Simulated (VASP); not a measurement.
Write the native input for VASP 6.6.1 that does the following.

| Property | Result |
| --- | --- |
| Task | single point |
| Functional | PBEsol |
| Potentials or basis | VASP PAW PBE potentials, release 64 (Ba_sv, O) |
| Cutoff | 600 eV |
| k mesh | 7 × 7 × 7 |
| Occupations | gaussian, width 0.01 eV |
| Spin | no spin polarisation |
| Dipole correction | no |
| Further INCAR settings | ALGO = Normal; EDIFF = 1e-06; NBANDS = 15 |

The structure of BaO lies in POSCAR:

```
BaO
1.0
    0.0000000000      2.7500000000      2.7500000000
    2.7500000000      0.0000000000      2.7500000000
    2.7500000000      2.7500000000      0.0000000000
Ba O
1 1
Direct
    0.0000000000      0.0000000000      0.0000000000
    0.5000000000      0.5000000000      0.5000000000
```

One way to write it, as run:

INCAR

```
  ALGO = Normal
  EDIFF = 1E-6
  ENCUT = 600
  GGA = PS
  GGA_COMPAT = F
  ISIF = 2
  ISMEAR = 0
  LASPH = T
  LCHARG = F
  LREAL = F
  LWAVE = F
  NBANDS = 15
  NELM = 120
  PREC = Accurate
  SIGMA = 0.01
```

KPOINTS

```
k-points
0
Gamma
  7 7 7
```

Potentials or basis: VASP PAW PBE potentials, release 64 (Ba_sv, O).

Run with:

```bash
$ cat potpaw_PBE.64/Ba_sv/POTCAR potpaw_PBE.64/O/POTCAR > POTCAR
$ mpirun -np 1 vasp_std > vasp.out
```

Results of the run:

```
Pressure               : 1.4 GPa
Band gap on the k mesh : 1.93 eV (least direct gap 2.10 eV)
```

Caveat: the PAW data sets were made with another functional, which shifts forces and pressure a little; spin-orbit coupling is left out, which moves the levels of the heavy elements; an odd mesh through Γ misses points on the zone boundary, where band edges can lie.

It used 9.2 s of CPU time on 1 thread of AMD EPYC 7R13, with other jobs on the host.
